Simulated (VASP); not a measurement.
Write the native input for VASP 6.6.1 that does the following.

* Task: single point
* Functional: LDA
* Potentials or basis: VASP PAW LDA potentials, release 64 (W_sv, C)
* Cutoff: 520 eV
* k mesh: 10 × 10 × 10
* Occupations: fermi-dirac, width 0.05 eV
* Spin: no spin polarisation
* Dipole correction: no
* Further INCAR settings: ALGO = Normal; EDIFF = 1e-06; NBANDS = 16

The structure of WC lies in POSCAR:

```
WC
1.0
    0.0000000000      2.2072055093      2.2072055093
    2.2072055093      0.0000000000      2.2072055093
    2.2072055093      2.2072055093      0.0000000000
W C
1 1
Direct
    0.0000000000      0.0000000000      0.0000000000
    0.5000000000      0.5000000000      0.5000000000
```

This cell differs from its parent crystal: volume scaled by 1.02.

One way to write it, as run:

INCAR

```
PREC     = Accurate       # precision mode
ENCUT    = 520            # plane-wave cutoff, eV
EDIFF    = 1E-6           # SCF threshold, eV
ISMEAR   = -1             # smearing method
SIGMA    = 0.05           # smearing width, eV
LREAL    = F              # projectors in reciprocal space
LASPH    = T              # aspherical terms in the spheres
NELM     = 60             # most SCF steps
ALGO     = Normal         # electronic algorithm
ISIF     = 2              # what is computed and relaxed
LWAVE    = F              # write WAVECAR
LCHARG   = T              # write CHGCAR
GGA      = CA             # functional
LELF     = T              # ELF
LVHAR    = T            
NBANDS   = 16             # bands
```

KPOINTS

```
Automatic mesh
0
Gamma
  10 10 10
```

Potentials or basis: VASP PAW LDA potentials, release 64 (W_sv, C).

The run is started by

```sh
$ cat potpaw_LDA.64/W_sv/POTCAR potpaw_LDA.64/C/POTCAR > POTCAR
$ mpirun -np 1 vasp_std > vasp.out
```

Results of the run:

```yaml
Pressure: -20.5 GPa
Band_gap_on_the_k_mesh: zero (band 9 reaches 12.96 eV, above the bottom of band 10 at 9.89 eV)
```

Caveat: spin-orbit coupling is left out, which moves the levels of the heavy elements.

Wall time 33 s on 1 thread of AMD EPYC 7R13, on a shared host, peak memory 0.11 GiB.
